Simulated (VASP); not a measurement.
# KCl in VASP: notebook, part 2 of 2

VASP 6.6.1. The steps go on from the part before.

## (3) Single point, LDA (strain -0.050 along x and y, -0.025 along z)

Contents of INCAR:

```
SYSTEM = KCl
PREC = Accurate
ENCUT = 520
EDIFF = 1E-6
ISMEAR = 0
SIGMA = 0.05
LREAL = .False.
LASPH = .True.
NELM = 100
ALGO = Normal
ISIF = 2
LWAVE = .False.
LCHARG = .False.
NBANDS = 15
```

Contents of KPOINTS:

```
regular mesh
0
Gamma
  6 6 6
  0 0 0
```

Contents of POSCAR:

```
KCl
1.0
    3.6472362000      0.0000000000      0.0000000000
    0.0000000000      3.6472362000      0.0000000000
    0.0000000000      0.0000000000      3.7432161000
K Cl
1 1
Direct
    0.0000000000      0.0000000000      0.0000000000
    0.5000000000      0.5000000000      0.5000000000
```

Potentials or basis: VASP PAW LDA potentials, release 64 (K_sv, Cl).

The run is started by

```console
cat potpaw_LDA.64/K_sv/POTCAR potpaw_LDA.64/Cl/POTCAR > POTCAR
mpirun -np 1 vasp_std > vasp.out
```

OUTCAR:

```text
SYSTEM = KCl
   PREC = Accurate
   ENCUT = 520
   EDIFF = 1E-6
   ISMEAR = 0
   LREAL = .False.
   LASPH = .True.
   NELM = 100
   ISIF = 2

 ion  position               nearest neighbor table
   1  0.000  0.000  0.000-   2 3.19   2 3.19   2 3.19   2 3.19   2 3.19   2 3.19   2 3.19   2 3.19

   2  0.500  0.500  0.500-   1 3.19   1 3.19   1 3.19   1 3.19   1 3.19   1 3.19   1 3.19   1 3.19

  LATTYP: Found a simple tetragonal cell.
 ALAT       =     3.6472362000
 C/A-ratio  =     1.0263157895

  Lattice vectors:

 A1 = (   3.6472362000,   0.0000000000,   0.0000000000)
 A2 = (   0.0000000000,   3.6472362000,   0.0000000000)
 A3 = (   0.0000000000,   0.0000000000,   3.7432161000)

Analysis of symmetry for initial positions (statically):
=====================================================================
 Subroutine PRICEL returns:
 Original cell was already a primitive cell.

 Routine SETGRP: Setting up the symmetry group for a
 simple tetragonal supercell.

 Subroutine GETGRP returns: Found 16 space group operations
 (whereof 16 operations were pure point group operations)
 out of a pool of 16 trial point group operations.

The static configuration has the point symmetry D_4h.

Analysis of symmetry for dynamics (positions and initial velocities):
=====================================================================
 Subroutine PRICEL returns:
 Original cell was already a primitive cell.

 Routine SETGRP: Setting up the symmetry group for a
 simple tetragonal supercell.

 Subroutine GETGRP returns: Found 16 space group operations
 (whereof 16 operations were pure point group operations)
 out of a pool of 16 trial point group operations.

The dynamic configuration has the point symmetry D_4h.

 Subroutine INISYM returns: Found 16 space group operations
 (whereof 16 operations are pure point group operations),
 and found     1 'primitive' translations

----------------------------------------------------------------------------------------

[... 123 lines left out ...]
 non-spin polarized calculation
 Gauss-broadening in eV      SIGMA  =   0.05
  energy-cutoff  :      520.00
  volume of cell :       49.79
 maximum number of plane-waves:      1374
 NGX is ok and might be reduce to    28
   NGX = 13   NGY = 13   NGZ = 13

 number of electron      15.9999998 magnetization

 Free energy of the ion-electron system (eV)
  ---------------------------------------------------
  ext. energy  EPLUGINS =         0.00000000
  ---------------------------------------------------
  free energy    TOTEN  =        -7.34110913 eV

  energy without entropy =       -7.34110913  energy(sigma->0) =       -7.34110913

 E-fermi :  -0.0681     XC(G=0):  -9.1862

 val. band max:       -0.3307187449   @ k =   0.5000   0.0000   0.5000
 cond. band min:       4.5545926057   @ k =   0.0000   0.0000   0.0000
 fundamental gap:      4.8853113506
 Fermi energy:        -0.0681142590

 k-point     1 :       0.0000    0.0000    0.0000
  band No.  band energies     occupation
      1     -27.8770      2.00000
      2     -13.1285      2.00000
      3     -11.4819      2.00000
      4     -11.4569      2.00000
      5     -11.4569      2.00000
      6      -0.7151      2.00000
      7      -0.5572      2.00000
      8      -0.5572      2.00000
      9       4.5546      0.00000
     10       5.6594      0.00000
     11       5.7672      0.00000
     12      10.3628      0.00000
     13      10.3628      0.00000
     14      10.5695      0.00000
[... 401 lines left out ...]
      2     -12.9653      2.00000
      3     -11.6998      2.00000
      4     -11.6591      2.00000
      5     -11.3779      2.00000
      6      -2.0524      2.00000
      7      -1.5590      2.00000
      8      -0.3995      2.00000
      9       5.9492      0.00000
     10       7.0655      0.00000
     11       8.8489      0.00000
     12       8.9171      0.00000
     13       9.8243      0.00000
     14      10.8426      0.00000
     15      12.3129      0.00000

 [... further k-points ...]

------------------------ aborting loop because EDIFF is reached ----------------------------------------

  FORCE on cell =-STRESS in cart. coord.  units (eV):
  Direction    XX          YY          ZZ          XY          YZ          ZX
  --------------------------------------------------------------------------------------
  -------------------------------------------------------------------------------------
  Total       -0.1342680     -0.1342680     -0.5240990      0.0000000      0.0000000     -0.0000000
  in kB       -4.3202653     -4.3202653    -16.8636374      0.0000000      0.0000000     -0.0000000
  external PRESSURE =      -8.5013893 kB  Pullay stress =       0.0000000 kB

 VOLUME and BASIS-vectors are now :
 -----------------------------------------------------------------------------
  energy-cutoff  :      520.00
  volume of cell :       49.79
      direct lattice vectors                 reciprocal lattice vectors
     3.647236200  0.000000000  0.000000000     0.274180213  0.000000000  0.000000000
     0.000000000  3.647236200  0.000000000     0.000000000  0.274180213  0.000000000
     0.000000000  0.000000000  3.743216100     0.000000000  0.000000000  0.267149952

 POSITION                                       TOTAL-FORCE (eV/Angst)
 -----------------------------------------------------------------------------------
      0.00000      0.00000      0.00000         0.000000      0.000000      0.000000
      1.82362      1.82362      1.87161         0.000000      0.000000      0.000000
 -----------------------------------------------------------------------------------
    total drift:                                0.000000      0.000000      0.000000

  FREE ENERGIE OF THE ION-ELECTRON SYSTEM (eV)
  ---------------------------------------------------
  free  energy   TOTEN  =        -7.3411091336 eV

  energy  without entropy=       -7.3411091336  energy(sigma->0) =       -7.34110913
```

It used 25 s of CPU time on 1 thread of AMD EPYC 7R13 Processor (Zen 3), on a shared host.

Results:

| Quantity | Value |
| --- | --- |
| Free energy | -7.3411 eV |
| Pressure | -0.9 GPa |
| Band gap on the k mesh | 4.89 eV, indirect (least direct gap 5.11 eV) |

Stress tensor (GPa, compression positive):
```
-0.43  0.00  0.00
 0.00 -0.43  0.00
 0.00  0.00 -1.69
```

Levels at points of the mesh, in eV from the valence-band top:
| k point | band 4 | band 5 | band 6 | band 7 | band 8 | band 9 | band 10 | band 11 | band 12 | band 13 |
| --- | --- | --- | --- | --- | --- | --- | --- | --- | --- | --- |
| (0.00, 0.00, 0.00) | -11.13 | -11.13 | -0.38 | -0.23 | -0.23 | 4.89 | 5.99 | 6.10 | 10.69 | 10.69 |
| (0.50, 0.00, 0.00) | -11.07 | -10.96 | -2.28 | -0.44 | -0.26 | 7.60 | 7.93 | 8.67 | 9.85 | 10.61 |
| (0.50, 0.50, 0.00) | -11.50 | -11.05 | -1.48 | -1.48 | -0.13 | 5.87 | 6.92 | 8.57 | 8.57 | 12.00 |
| (0.00, 0.00, 0.50) | -11.08 | -10.91 | -2.26 | -0.30 | -0.30 | 7.54 | 7.92 | 8.46 | 9.88 | 10.82 |
| (0.50, 0.00, 0.50) | -11.46 | -11.04 | -1.52 | -1.44 | 0.00 | 5.81 | 7.16 | 8.80 | 8.89 | 11.84 |
| (0.50, 0.50, 0.50) | -11.42 | -11.35 | -1.77 | -1.77 | -1.72 | 8.75 | 8.86 | 8.86 | 10.03 | 10.26 |

Caveat: the cell differs from its parent crystal (strain -0.050 along x and y, -0.025 along z). A k mesh can miss the band edges.

## (4) Single point, LDA (strain -0.050 along x and y, +0.000 along z)

Contents of INCAR:

```
PREC = Accurate ; ENCUT = 520
EDIFF = 1E-6 ; ISMEAR = 0
SIGMA = 0.05 ; LREAL = F
LASPH = T ; NELM = 60
ALGO = Normal ; ISIF = 2
LWAVE = F ; LCHARG = F
GGA = CA ; NBANDS = 15
```

Contents of KPOINTS:

```
regular mesh
0
Gamma
  6 6 6
```

POSCAR: that of step 3 with these lines changed.

```diff
@@ -4,3 +4,3 @@
     0.0000000000      3.6472362000      0.0000000000
-    0.0000000000      0.0000000000      3.7432161000
+    0.0000000000      0.0000000000      3.8391960000
 K Cl
```

Potentials or basis: VASP PAW LDA potentials, release 64 (K_sv, Cl).

The run is started by

```console
cat potpaw_LDA.64/K_sv/POTCAR potpaw_LDA.64/Cl/POTCAR > POTCAR
mpirun -np 1 vasp_std > vasp.out
```

OUTCAR:

```text
PREC = Accurate
   ENCUT = 520
   EDIFF = 1E-6
   ISMEAR = 0
   LREAL = F
   LASPH = T
   NELM = 60
   ISIF = 2
   GGA = CA

 ion  position               nearest neighbor table
   1  0.000  0.000  0.000-   2 3.21   2 3.21   2 3.21   2 3.21   2 3.21   2 3.21   2 3.21   2 3.21

   2  0.500  0.500  0.500-   1 3.21   1 3.21   1 3.21   1 3.21   1 3.21   1 3.21   1 3.21   1 3.21

  LATTYP: Found a simple tetragonal cell.
 ALAT       =     3.6472362000
 C/A-ratio  =     1.0526315789

[... 621 lines left out ...]

------------------------ aborting loop because EDIFF is reached ----------------------------------------

  FORCE on cell =-STRESS in cart. coord.  units (eV):
  Direction    XX          YY          ZZ          XY          YZ          ZX
  --------------------------------------------------------------------------------------
  -------------------------------------------------------------------------------------
  Total       -0.2010832     -0.2010832     -0.9690681      0.0000000      0.0000000      0.0000000
  in kB       -6.3083868     -6.3083868    -30.4016254      0.0000000      0.0000000      0.0000000
  external PRESSURE =     -14.3394663 kB  Pullay stress =       0.0000000 kB

 VOLUME and BASIS-vectors are now :
 -----------------------------------------------------------------------------
  energy-cutoff  :      520.00
  volume of cell :       51.07
      direct lattice vectors                 reciprocal lattice vectors
     3.647236200  0.000000000  0.000000000     0.274180213  0.000000000  0.000000000
     0.000000000  3.647236200  0.000000000     0.000000000  0.274180213  0.000000000
     0.000000000  0.000000000  3.839196000     0.000000000  0.000000000  0.260471203

 POSITION                                       TOTAL-FORCE (eV/Angst)
 -----------------------------------------------------------------------------------
      0.00000      0.00000      0.00000         0.000000      0.000000      0.000000
      1.82362      1.82362      1.91960         0.000000      0.000000      0.000000
 -----------------------------------------------------------------------------------
    total drift:                                0.000000      0.000000      0.000000

  FREE ENERGIE OF THE ION-ELECTRON SYSTEM (eV)
  ---------------------------------------------------
  free  energy   TOTEN  =        -7.3225820488 eV

  energy  without entropy=       -7.3225820488  energy(sigma->0) =       -7.32258205
```

It used 33 s of CPU time on 1 thread of AMD EPYC 7R13 Processor (Zen 3) (shared host).

Results:

- Free energy: -7.3226 eV
- Pressure: -1.4 GPa
- Band gap on the k mesh: 4.68 eV, indirect (least direct gap 4.90 eV)

Stress tensor (GPa, compression positive):
```
-0.63  0.00  0.00
 0.00 -0.63  0.00
 0.00  0.00 -3.04
```

Caveat: the cell differs from its parent crystal (strain -0.050 along x and y, +0.000 along z).

## (5) The runs side by side

```csv
cell,gap on the mesh (eV),pressure (GPa)
"a = 4.031 Å, 2 atoms",3.85,-4.2
"a = 3.647, b = 3.647, c = 3.743 Å, 2 atoms",4.89,-0.9
"a = 3.647, b = 3.647, c = 3.839 Å, 2 atoms",4.68,-1.4
```

Alike in all rows: task single point; level LDA; potentials or basis VASP PAW LDA potentials, release 64 (K_sv, Cl); no spin polarisation; k mesh 6 × 6 × 6; cutoff (eV) 520; smearing gaussian 0.05 eV.

Absolute energies hang on the potentials; compare differences alone.
